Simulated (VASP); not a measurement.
Here is a VASP 6.6.1 calculation.

The input POSCAR:

```
Ca
1.0
    0.0000000000      2.7564359112      2.7564359112
    2.7564359112      0.0000000000      2.7564359112
    2.7564359112      2.7564359112      0.0000000000
Ca
1
Direct
    0.0000000000      0.0000000000      0.0000000000
```

INCAR.step1

```
SYSTEM = Ca
PREC = Accurate
ENCUT = 520
ISMEAR = -1
SIGMA = 0.05
LREAL = .FALSE.
LASPH = .TRUE.
NELM = 100
NBANDS = 11
GGA = PE
ALGO = Normal
EDIFF = 1E-4
LWAVE = .TRUE.
LCHARG = .FALSE.
```

The input INCAR.step2:

```
SYSTEM = Ca
PREC = Accurate
ENCUT = 520
EDIFF = 1E-6
ISMEAR = -1
SIGMA = 0.05
LREAL = .FALSE.
LASPH = .TRUE.
NELM = 100
ALGO = Normal
ISIF = 2
LWAVE = .FALSE.
LCHARG = .FALSE.
METAGGA = R2SCAN
LMIXTAU = .TRUE.
NBANDS = 11
ISTART = 1
```

File KPOINTS:

```
Automatic mesh
0
G
  8 8 8
  0 0 0
```

Potentials or basis: VASP PAW PBE potentials, release 64 (Ca_sv).

The run is started by

```console
$ cat potpaw_PBE.64/Ca_sv/POTCAR > POTCAR
$ cp INCAR.step1 INCAR
$ mpirun -np 1 vasp_std > vasp.out
$ cp INCAR.step2 INCAR
$ mpirun -np 1 vasp_std > vasp.out
```

Q: Estimate the band gap on the k mesh.

A: Zero (bands 5 and 6 overlap by 0.52 eV).

Q: Predict the pressure.

A: 0.6 GPa.

Caveat: the PAW data sets were made with another functional, which shifts forces and pressure a little.
